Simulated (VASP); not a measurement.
# CoO (Fm-3m) in VASP: further runs

The runs below take CoO through single point, with BLYP+D3(BJ), LDA.

Program: VASP 6.6.1. These are calculated values, not measurements. Logs are shortened: lines on timing, memory, paths and dates and some standing lists are left out, and cuts for length are marked.

## 1. The cell of the first run

It takes space group Fm-3m (No. 225, cubic). Conventional cell: a = 4.176 Å, b = 4.176 Å, c = 4.176 Å, α = 90.00°, β = 90.00°, γ = 90.00°. Co (site symmetry m-3m) has 6 O at 2.09 Å within 2.8 Å. Within 2.8 Å of O (site symmetry m-3m) lie 6 Co at 2.09 Å.

## 2. Single point, BLYP+D3(BJ), collinear spin, ferromagnetic start

The input, INCAR:

```
AGGAC = 1.0
AGGAX = 1.0
ALDAC = 0.0
ALDAX = 1.0
ALGO = Normal
EDIFF = 1E-6
ENCUT = 520
GGA = B5
ISIF = 2
ISMEAR = -1
ISPIN = 2
IVDW = 12
LASPH = True
LCHARG = False
LMAXMIX = 4
LORBIT = 11
LREAL = False
LWAVE = False
MAGMOM = 2 0
NBANDS = 18
NELM = 150
PREC = Accurate
SIGMA = 0.05
VDW_A1 = 0.4298
VDW_A2 = 4.2359
VDW_S6 = 1.0
VDW_S8 = 2.6996
```

The input, KPOINTS:

```
k-points
0
Gamma
  11 11 11
```

The input, POSCAR:

```
CoO
1.0
    0.0000000000      2.0879877907      2.0879877907
    2.0879877907      0.0000000000      2.0879877907
    2.0879877907      2.0879877907      0.0000000000
Co O
1 1
Direct
    0.0000000000      0.0000000000      0.0000000000
    0.5000000000      0.5000000000      0.5000000000
```

Potentials or basis: VASP PAW PBE potentials, release 64 (Co, O).

Launch:

```sh
> cat potpaw_PBE.64/Co/POTCAR potpaw_PBE.64/O/POTCAR > POTCAR
> mpirun -np 1 vasp_std > vasp.out
```

OUTCAR:

```text
EDIFF = 1E-6
   ENCUT = 520
   GGA = B5
   ISIF = 2
   ISMEAR = -1
   ISPIN = 2
   IVDW = 12
   LASPH = True
   LORBIT = 11
   LREAL = False
   NELM = 150
   PREC = Accurate
 IVDW          = 12

 ion  position               nearest neighbor table
   1  0.000  0.000  0.000-   2 2.09   2 2.09   2 2.09   2 2.09   2 2.09   2 2.09
   2  0.500  0.500  0.500-   1 2.09   1 2.09   1 2.09   1 2.09   1 2.09   1 2.09

  LATTYP: Found a face centered cubic cell.
 ALAT       =     4.1759755814

  Lattice vectors:

 A1 = (   0.0000000000,   2.0879877907,   2.0879877907)
 A2 = (   2.0879877907,   0.0000000000,   2.0879877907)
 A3 = (   2.0879877907,   2.0879877907,   0.0000000000)

Analysis of symmetry for initial positions (statically):
[... 25 lines left out ...]
The dynamic configuration has the point symmetry O_h .

Analysis of structural, dynamic, and magnetic symmetry:
=====================================================================
 Subroutine PRICEL returns:
[... 7 lines left out ...]
 out of a pool of 48 trial point group operations.

The overall configuration has the point symmetry O_h .

 Subroutine INISYM returns: Found 48 space group operations
[... 5 lines left out ...]
                                     Primitive cell

  volume of cell :      18.2060

  direct lattice vectors                    reciprocal lattice vectors
     0.000000000  2.087987791  2.087987791    -0.239465002  0.239465002  0.239465002
     2.087987791  0.000000000  2.087987791     0.239465002 -0.239465002  0.239465002
     2.087987791  2.087987791  0.000000000     0.239465002  0.239465002 -0.239465002

  length of vectors
     2.952860652  2.952860652  2.952860652     0.414765550  0.414765550  0.414765550

  position of ions in fractional coordinates (direct lattice)
     0.000000000  0.000000000  0.000000000
     0.500000000  0.500000000  0.500000000

  ion indices of the primitive-cell ions
   primitive index   ion index
                 1           1
                 2           2

----------------------------------------------------------------------------------------

 KPOINTS: k-points

Automatic generation of k-mesh.
 Grid dimensions read from file:
 generate k-points for:   11   11   11

 Generating k-lattice:

  Cartesian coordinates                     Fractional coordinates (reciprocal lattice)
    -0.021769546  0.021769546  0.021769546     0.090909091  0.000000000  0.000000000
     0.021769546 -0.021769546  0.021769546     0.000000000  0.090909091  0.000000000
     0.021769546  0.021769546 -0.021769546     0.000000000  0.000000000  0.090909091

  Length of vectors
     0.037705959  0.037705959  0.037705959

  Shift w.r.t. Gamma in fractional coordinates (k-lattice)
     0.000000000  0.000000000  0.000000000

 Subroutine IBZKPT returns following result:
 ===========================================

 Found     56 irreducible k-points:

 Following reciprocal coordinates:
            Coordinates               Weight
  0.000000  0.000000  0.000000      1.000000
  0.090909  0.000000  0.000000      8.000000
  0.181818  0.000000  0.000000      8.000000
  0.272727  0.000000  0.000000      8.000000
  0.363636  0.000000  0.000000      8.000000
  0.454545  0.000000  0.000000      8.000000
[... 16 lines left out ...]
 -0.272727  0.181818  0.000000     24.000000
 -0.181818  0.181818  0.000000     12.000000
 [... further k-points ...]
   k-points           NKPTS =     56   k-points in BZ     NKDIM =     56   number of bands    NBANDS=     18
   number of dos      NEDOS =    301   number of ions     NIONS =      2
   total plane-waves  NPLWV =  13824
   dimension x,y,z NGX =    24 NGY =   24 NGZ =   24
   dimension x,y,z NGXF=    48 NGYF=   48 NGZF=   48
   ions per type =               1   1
   NGX,Y,Z   is equivalent  to a cutoff of  13.51, 13.51, 13.51 a.u.
   NGXF,Y,Z  is equivalent  to a cutoff of  27.02, 27.02, 27.02 a.u.
 SYSTEM =  unknown system
   PREC   = accura    normal or accurate (medium, high low for compatibility)
   ISTART =      0    job   : 0-new  1-cont  2-samecut
[... 48 lines left out ...]
  band No.  band energies     occupation
      1     -11.5614      1.00000
      2       5.6708      1.00000
      3       5.6708      1.00000
      4       5.6708      1.00000
      5       6.2488      1.00000
      6       6.2488      1.00000
[... 10 lines left out ...]
     17      31.7748      0.00000
     18      35.1956      0.00000

 k-point     2 :       0.0909    0.0000    0.0000
  band No.  band energies     occupation
      1     -11.4684      1.00000
      2       4.9139      1.00000
      3       5.0168      1.00000
      4       5.0169      1.00000
      5       6.3897      1.00000
      6       6.3898      1.00000
[... 10 lines left out ...]
     17      32.9045      0.00000
     18      36.5980      0.00000
[... 442 lines left out ...]
 k-point    24 :      -0.1818    0.1818    0.0000
  band No.  band energies     occupation
      1     -10.7521      1.00000
      2       2.1963      1.00000
      3       3.3507      1.00000
      4       3.9237      1.00000
      5       6.7121      1.00000
      6       6.8196      1.00000
[... 10 lines left out ...]
     17      38.1123      0.00000
     18      39.9333      0.00000

 [... further k-points ...]

 spin component 2

 k-point     1 :       0.0000    0.0000    0.0000
  band No.  band energies     occupation
      1     -11.2658      1.00000
      2       5.9971      1.00000
      3       5.9971      1.00000
      4       5.9971      1.00000
      5       7.8186      1.00000
      6       7.8188      1.00000
[... 10 lines left out ...]
     17      32.4893      0.00000
     18      35.9108      0.00000

 k-point     2 :       0.0909    0.0000    0.0000
  band No.  band energies     occupation
      1     -11.1717      1.00000
      2       5.3336      1.00000
      3       5.7061      1.00000
      4       5.7061      1.00000
      5       7.9259      1.00000
      6       7.9262      1.00000
[... 10 lines left out ...]
     17      33.5146      0.00000
     18      37.3196      0.00000
[... 442 lines left out ...]
 k-point    24 :      -0.1818    0.1818    0.0000
  band No.  band energies     occupation
      1     -10.4437      1.00000
      2       2.6987      1.00000
      3       4.3747      1.00000
      4       4.4304      1.00000
      5       8.2530      1.00000
      6       8.6655      0.99968
[... 10 lines left out ...]
     17      38.5838      0.00000
     18      40.4473      0.00000

 [... further k-points ...]

------------------------ aborting loop because EDIFF is reached ----------------------------------------

 Edisp (eV)   -1.01057

 E8    (eV) :    -0.6957

  FORCE on cell =-STRESS in cart. coord.  units (eV):
  Direction    XX          YY          ZZ          XY          YZ          ZX
  --------------------------------------------------------------------------------------
  -------------------------------------------------------------------------------------
  Total       0.51369     0.51369     0.51369     0.00000     0.00000    -0.00000
  in kB      45.20661    45.20661    45.20661     0.00000     0.00000    -0.00000
  external pressure =       45.21 kB  Pullay stress =        0.00 kB

 VOLUME and BASIS-vectors are now :
 -----------------------------------------------------------------------------
  energy-cutoff  :      520.00
  volume of cell :       18.21
      direct lattice vectors                 reciprocal lattice vectors
     0.000000000  2.087987791  2.087987791    -0.239465002  0.239465002  0.239465002
     2.087987791  0.000000000  2.087987791     0.239465002 -0.239465002  0.239465002
     2.087987791  2.087987791  0.000000000     0.239465002  0.239465002 -0.239465002

 POSITION                                       TOTAL-FORCE (eV/Angst)
 -----------------------------------------------------------------------------------
      0.00000      0.00000      0.00000         0.000000      0.000000     -0.000000
      2.08799      2.08799      2.08799        -0.000000     -0.000000      0.000000
 -----------------------------------------------------------------------------------
    total drift:                                0.000000     -0.000000     -0.000000

  FREE ENERGIE OF THE ION-ELECTRON SYSTEM (eV)
  ---------------------------------------------------
  free  energy   TOTEN  =       -13.0641964323 eV

  energy  without entropy=      -13.0267387017  energy(sigma->0) =      -13.04546757

 total charge

# of ion       s       p       d       tot
------------------------------------------
    1        0.301   0.381   7.260   7.942
    2        1.553   3.456   0.000   5.009
--------------------------------------------------
tot          1.854   3.837   7.260  12.951

 magnetization (x)

# of ion       s       p       d       tot
------------------------------------------
    1        0.019   0.016   2.081   2.116
    2        0.028   0.141   0.000   0.169
--------------------------------------------------
tot          0.047   0.157   2.081   2.285
```

Wall time 36 s (1 thread of Intel Xeon Platinum 8259CL at 2.50GHz (Skylake/Cascade Lake), shared host); peak memory 0.18 GiB.

What came out:

```yaml
Free_energy: -13.0642 eV
Pressure: 4.5 GPa
Net_moment: 2.32 μB per cell
Site_moments: Co +2.12; O +0.17 μB
Valence_electrons_inside_the_program's_atomic_spheres: Co 7.94; O 5.01
Dispersion_energy_per_atom: -0.505 eV
```

Levels at points of the mesh, in eV from the Fermi level:
Spin up:
```csv
k point,band 7,band 8,band 9,band 10,band 11,band 12
"(0.00, 0.00, 0.00)",-2.73,-2.73,-2.73,1.70,17.81,19.07
```
Spin down:
| k point | band 3 | band 4 | band 5 | band 6 | band 7 | band 8 | band 9 | band 10 |
| --- | --- | --- | --- | --- | --- | --- | --- | --- |
| (0.00, 0.00, 0.00) | -3.07 | -3.07 | -1.25 | -1.25 | -1.25 | -0.02 | -0.02 | 2.09 |

Caveat: the PAW data sets were made with another functional, which shifts forces and pressure a little; a cell with one magnetic atom can't hold antiferromagnetic order, which such compounds often take; semilocal functionals often make such compounds metallic where correlation or magnetic order opens a gap, which also shifts bond lengths; pairwise dispersion overbinds metals, which lowers pressure and volume. With open d or f shells a metallic result of BLYP can be an artefact of self-interaction; +U or a hybrid may open a gap.

## 3. Single point, BLYP+D3(BJ), collinear spin, ferromagnetic start

This run uses another cell than the first one, of 9.30 Å³/atom, 1.021 times its volume.

The input, INCAR:

```
SYSTEM = CoO
AGGAC = 1.0 ; AGGAX = 1.0
ALDAC = 0.0 ; ALDAX = 1.0
ALGO = Normal ; EDIFF = 1E-6
ENCUT = 520 ; GGA = B5
ISIF = 2 ; ISMEAR = -1
ISPIN = 2 ; IVDW = 12
LASPH = .TRUE. ; LCHARG = .TRUE.
LELF = .TRUE. ; LMAXMIX = 4
LORBIT = 11 ; LREAL = .FALSE.
LVHAR = .TRUE. ; LWAVE = .FALSE.
MAGMOM = 2 0 ; NBANDS = 18
NELM = 150 ; PREC = Accurate
SIGMA = 0.05 ; VDW_A1 = 0.4298
VDW_A2 = 4.2359 ; VDW_S6 = 1.0
VDW_S8 = 2.6996
```

The input, KPOINTS:

```
k-points
0
G
  11 11 11
  0 0 0
```

The input, POSCAR:

```
CoO
1.0
    0.0000000000      2.1026924146      2.1026924146
    2.1026924146      0.0000000000      2.1026924146
    2.1026924146      2.1026924146      0.0000000000
Co O
1 1
Direct
    0.0000000000      0.0000000000      0.0000000000
    0.5000000000      0.5000000000      0.5000000000
```

Potentials or basis: VASP PAW PBE potentials, release 64 (Co, O).

Launch:

```sh
> cat potpaw_PBE.64/Co/POTCAR potpaw_PBE.64/O/POTCAR > POTCAR
> mpirun -np 1 vasp_std > vasp.out
```

It took 38 s on 1 thread of Intel Xeon Platinum 8259CL at 2.50GHz (Skylake/Cascade Lake), shared host; peak memory 0.18 GiB.

It converged, with:

| Item | Value |
| --- | --- |
| Free energy | -13.0711 eV |
| Pressure | 1.2 GPa |
| Net moment | 2.42 μB per cell |
| Site moments | Co +2.20; O +0.19 μB |
| Valence electrons inside the program's atomic spheres | Co 7.90; O 5.00 |
| Dispersion energy per atom | -0.494 eV |

Levels at points of the mesh, in eV from the Fermi level:
Spin up:
```csv
k point,band 7,band 8,band 9,band 10,band 11,band 12
"(0.00, 0.00, 0.00)",-2.75,-2.75,-2.75,1.57,17.74,18.89
```
Spin down:
```
           k point  band 2  band 3  band 4  band 5  band 6  band 7  band 8  band 9  band 10  band 11
(0.00, 0.00, 0.00)   -2.94   -2.94   -2.94   -1.20   -1.20   -1.19    0.02    0.02     1.98    17.70
```

Caveat: the PAW data sets were made with another functional, which shifts forces and pressure a little; a cell with one magnetic atom can't hold antiferromagnetic order, which such compounds often take; semilocal functionals often make such compounds metallic where correlation or magnetic order opens a gap, which also shifts bond lengths; pairwise dispersion overbinds metals, which lowers pressure and volume.

## 4. Single point, BLYP+D3(BJ), collinear spin, ferromagnetic start

This run uses another cell than the first one, of 9.49 Å³/atom, 1.043 times its volume.

The input, INCAR:

```
SYSTEM = CoO
PREC     = Accurate       ! precision mode
ENCUT    = 520            ! plane-wave cutoff, eV
EDIFF    = 1E-6           ! SCF threshold, eV
ISMEAR   = -1             ! smearing method
SIGMA    = 0.05           ! smearing width, eV
LREAL    = .FALSE.        ! projectors in reciprocal space
LASPH    = .TRUE.         ! aspherical terms in the spheres
NELM     = 150            ! most SCF steps
ALGO     = Normal         ! electronic algorithm
ISIF     = 2              ! what is computed and relaxed
LWAVE    = .FALSE.        ! write WAVECAR
LCHARG   = .FALSE.        ! write CHGCAR
ISPIN    = 2              ! spin polarisation
MAGMOM   = 2 0            ! initial moments
LORBIT   = 11             ! projections on sites
LMAXMIX  = 4              ! l up to which the mixer works
GGA      = B5             ! functional
ALDAX    = 1.0          
AGGAX    = 1.0          
AGGAC    = 1.0          
ALDAC    = 0.0          
IVDW     = 12             ! dispersion correction
VDW_S6   = 1.0          
VDW_S8   = 2.6996       
VDW_A1   = 0.4298       
VDW_A2   = 4.2359       
NBANDS   = 18             ! bands
```

The input, KPOINTS:

```
regular mesh
0
G
  11 11 11
  0 0 0
```

The input, POSCAR:

```
CoO
1.0
    0.0000000000      2.1171941998      2.1171941998
    2.1171941998      0.0000000000      2.1171941998
    2.1171941998      2.1171941998      0.0000000000
Co O
1 1
Direct
    0.0000000000      0.0000000000      0.0000000000
    0.5000000000      0.5000000000      0.5000000000
```

Launch:

```sh
> cat potpaw_PBE.64/Co/POTCAR potpaw_PBE.64/O/POTCAR > POTCAR
> mpirun -np 1 vasp_std > vasp.out
```

Wall time 38 s (1 thread of Intel Xeon Platinum 8259CL at 2.50GHz (Skylake/Cascade Lake), shared host); peak memory 0.18 GiB.

Results (log left out):

```
Free energy                                           : -13.0739 eV
Pressure                                              : 11.5 GPa
Net moment                                            : 2.66 μB per cell
Site moments                                          : Co +2.37; O +0.24 μB
Valence electrons inside the program's atomic spheres : Co 7.85; O 5.00
Dispersion energy per atom                            : -0.485 eV
```

Levels at points of the mesh, in eV from the Fermi level:
Spin up:
```csv
k point,band 7,band 8,band 9,band 10,band 11,band 12
"(0.00, 0.00, 0.00)",-2.85,-2.85,-2.85,1.45,17.67,18.69
```
Spin down:
| k point | band 4 | band 5 | band 6 | band 7 | band 8 | band 9 |
| --- | --- | --- | --- | --- | --- | --- |
| (0.00, 0.00, 0.00) | -2.72 | -1.13 | -1.13 | -1.13 | 0.06 | 0.06 |

Caveat: the PAW data sets were made with another functional, which shifts forces and pressure a little; a cell with one magnetic atom can't hold antiferromagnetic order, which such compounds often take; semilocal functionals often make such compounds metallic where correlation or magnetic order opens a gap, which also shifts bond lengths; pairwise dispersion overbinds metals, which lowers pressure and volume.

## 5. Single point, LDA, collinear spin, ferromagnetic start

This run uses another cell than the first one, of 9.68 Å³/atom, 1.064 times its volume.

The input, INCAR:

```
SYSTEM = CoO
ALGO = Normal
EDIFF = 1E-6
ENCUT = 520
ISIF = 2
ISMEAR = -1
ISPIN = 2
LASPH = .True.
LCHARG = .True.
LELF = .True.
LMAXMIX = 4
LORBIT = 11
LREAL = .False.
LVHAR = .True.
LWAVE = .False.
MAGMOM = 2 0
NBANDS = 18
NELM = 150
PREC = Accurate
SIGMA = 0.05
```

The input, KPOINTS:

```
k-points
0
Gamma
  11 11 11
  0 0 0
```

The input, POSCAR:

```
CoO
1.0
    0.0000000000      2.1315000000      2.1315000000
    2.1315000000      0.0000000000      2.1315000000
    2.1315000000      2.1315000000      0.0000000000
Co O
1 1
Direct
    0.0000000000      0.0000000000      0.0000000000
    0.5000000000      0.5000000000      0.5000000000
```

Potentials or basis: VASP PAW LDA potentials, release 64 (Co, O).

Launch:

```sh
> cat potpaw_LDA.64/Co/POTCAR potpaw_LDA.64/O/POTCAR > POTCAR
> mpirun -np 1 vasp_std > vasp.out
```

It took 26 s on 1 thread of Intel Xeon Platinum 8259CL at 2.50GHz (Skylake/Cascade Lake), shared host; peak memory 0.15 GiB.

It converged, with:

- Free energy: -14.6552 eV
- Pressure: -20.6 GPa
- Net moment: 2.76 μB per cell
- Site moments: Co +2.41; O +0.29 μB
- Valence electrons inside the program's atomic spheres: Co 7.83; O 4.92

Levels at points of the mesh, in eV from the Fermi level:
Spin up:
```csv
k point,band 6,band 7,band 8,band 9,band 10,band 11,band 12,band 13
"(0.00, 0.00, 0.00)",-2.96,-2.96,-2.95,-2.95,0.94,16.62,17.93,17.93
```
Spin down:
```tsv
k point	band 4	band 5	band 6	band 7	band 8	band 9
(0.00, 0.00, 0.00)	-2.73	-1.09	-1.09	-1.09	-0.44	-0.44
```

Caveat: a cell with one magnetic atom can't hold antiferromagnetic order, which such compounds often take; semilocal functionals often make such compounds metallic where correlation or magnetic order opens a gap, which also shifts bond lengths. With open d or f shells a metallic result of LDA can be an artefact of self-interaction; +U or a hybrid may open a gap.

## 6. Summary

| level | potentials or basis | cell | gap on the mesh (eV) | pressure (GPa) | moment (μB) |
| --- | --- | --- | --- | --- | --- |
| BLYP+D3(BJ) | VASP PAW PBE potentials, release 64 (Co, O) | a = 2.953 Å, angles 60.0°, 2 atoms | none | 4.5 | 2.32 |
| BLYP+D3(BJ) | VASP PAW PBE potentials, release 64 (Co, O) | a = 2.974 Å, angles 60.0°, 2 atoms | none | 1.2 | 2.42 |
| BLYP+D3(BJ) | VASP PAW PBE potentials, release 64 (Co, O) | a = 2.994 Å, angles 60.0°, 2 atoms | none | 11.5 | 2.66 |
| LDA | VASP PAW LDA potentials, release 64 (Co, O) | a = 3.014 Å, angles 60.0°, 2 atoms | none | -20.6 | 2.76 |

Alike in all rows: task single point; spin collinear, ferromagnetic start; k mesh 11 × 11 × 11; cutoff (eV) 520; smearing fermi-dirac 0.05 eV.

Caveats: a cell with one magnetic atom can't hold antiferromagnetic order, which such compounds often take; semilocal functionals often make such compounds metallic where correlation or magnetic order opens a gap, which also shifts bond lengths; the PAW data sets were made with another functional, which shifts forces and pressure a little (some runs); pairwise dispersion overbinds metals, which lowers pressure and volume (some runs).

Total energies depend on the potentials used, so only differences within one code and one set of settings carry meaning.
